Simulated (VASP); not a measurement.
Write the native input for VASP 6.6.1 that does the following.

```yaml
Task: single point
Functional: PBE
Potentials_or_basis: VASP PAW PBE potentials, release 64 (Al, Ru_pv)
Cutoff: 520 eV
k_mesh: 16 × 16 × 16
Occupations: gaussian, width 0.15 eV
Spin: no spin polarisation
Dipole_correction: no
Further_INCAR_settings: ALGO = Fast; EDIFF = 1e-06; NBANDS = 16
```

The structure of AlRu lies in POSCAR:

```
AlRu
1.0
    3.0663900000      0.0000000000      0.0000000000
    0.0000000000      3.0663900000      0.0000000000
    0.0000000000      0.0000000000      3.1411800000
Al Ru
1 1
Direct
    0.0000000000      0.0000000000      0.0000000000
    0.5000000000      0.5000000000      0.5000000000
```

This cell differs from its parent crystal: strain +0.025 along x and y, +0.050 along z.

The input as run:

INCAR

```
SYSTEM = AlRu
PREC = Accurate
ENCUT = 520
EDIFF = 1E-6
ISMEAR = 0
SIGMA = 0.15
LREAL = .FALSE.
LASPH = .TRUE.
NELM = 80
ALGO = Fast
ISIF = 2
LWAVE = .FALSE.
LCHARG = .FALSE.
GGA = PE
NBANDS = 16
```

KPOINTS

```
Automatic mesh
0
G
  16 16 16
  0 0 0
```

Potentials or basis: VASP PAW PBE potentials, release 64 (Al, Ru_pv).

Launch:

```sh
$ cat potpaw_PBE.64/Al/POTCAR potpaw_PBE.64/Ru_pv/POTCAR > POTCAR
$ mpirun -np 1 vasp_std > vasp.out
```

Results of the run:

```yaml
Pressure: -14.4 GPa
```

Caveat: the cell differs from its parent crystal (strain +0.025 along x and y, +0.050 along z).

It took 38 s on 1 thread of Intel(R) Xeon(R) 6975P-C (Granite Rapids), with other jobs on the host, peak memory 0.29 GiB.
